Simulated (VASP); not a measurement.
Crystal: PtS2.

```
CELL_PARAMETERS angstrom
3.54320 0.00000 0.00000
-1.77160 3.06850 0.00000
0.00000 0.00000 5.03880
ATOMIC_POSITIONS crystal
Pt 0.00000 0.00000 0.00000
S 0.66667 0.33333 0.77300
S 0.33333 0.66667 0.22700
```

```yaml
Program: VASP 6.6.1
Task: relaxation of cell and atoms
Functional: PBEsol
Potentials_or_basis: VASP PAW PBE potentials, release 64 (Pt, S)
Cutoff: 600 eV
k_mesh: 9 × 9 × 5
Occupations: fermi-dirac, width 0.05 eV
Spin: no spin polarisation
```

At the start: pressure 6.2 GPa; volume 18.26 Å³/atom.

Problem. Where does the relaxation end?

Solution. Over 25 steps the energy falls by 22.4 meV/atom and the volume is 17.67 Å³/atom (-3.2 %); space group P-3m1 (No. 164, to 0.05 Å).

Step by step:
| step | energy change (eV) | largest force (eV/Å) | pressure (GPa) | volume (Å³) |
| --- | --- | --- | --- | --- |
| 1 | 0.0000 | 0.9301 | 6.16 | 54.78 |
| 2 | 0.1062 | 0.8729 | -9.98 | 60.54 |
| 3 | -0.0504 | 0.1994 | -0.68 | 56.75 |
| 4 | -0.0504 | 0.2161 | -0.50 | 56.70 |
| 5 | -0.0573 | 0.1277 | -0.30 | 56.45 |
| 6 | -0.0600 | 0.0343 | -0.10 | 56.19 |
| 7 | -0.0600 | 0.0274 | -0.11 | 56.17 |
| 8 | -0.0603 | 0.0359 | -0.02 | 56.06 |
| 9 | -0.0611 | 0.0655 | 0.26 | 55.72 |
| 10 | -0.0619 | 0.1229 | 0.83 | 55.04 |
| 11 | -0.0619 | 0.1518 | 1.14 | 54.70 |
| 12 | -0.0619 | 0.1511 | 1.13 | 54.70 |
| 13 | -0.0620 | 0.1504 | 1.15 | 54.67 |
| 14 | -0.0622 | 0.1495 | 1.15 | 54.63 |
| 15 | -0.0625 | 0.1478 | 1.12 | 54.54 |
| 16 | -0.0631 | 0.1449 | 1.11 | 54.36 |
| 17 | -0.0641 | 0.1399 | 1.07 | 53.99 |
| 18 | -0.0654 | 0.1316 | 1.05 | 53.26 |
| 19 | -0.0644 | 0.1235 | 1.19 | 51.79 |
| 20 | -0.0656 | 0.1333 | 1.15 | 52.62 |
| 21 | -0.0666 | 0.0832 | 0.60 | 52.79 |
| 22 | -0.0670 | 0.0041 | -0.33 | 53.10 |
| 23 | -0.0671 | 0.0220 | -0.04 | 53.01 |
| 24 | -0.0671 | 0.0204 | -0.05 | 53.01 |
| 25 | -0.0671 | 0.0176 | -0.06 | 53.01 |

Final structure:
```yaml
crystal:
  lattice:
    - [3.57060, 0.00000, 0.00000]
    - [-1.78530, 3.09223, 0.00000]
    - [0.00000, 0.00000, 4.80122]
  atoms:
    - { symbol: Pt, position: [0.00000, 0.00000, 0.00000] }
    - { symbol: S, position: [0.66667, 0.33333, 0.75123] }
    - { symbol: S, position: [0.33333, 0.66667, 0.24877] }
```

Caveat: the PAW data sets were made with another functional, which shifts forces and pressure a little.
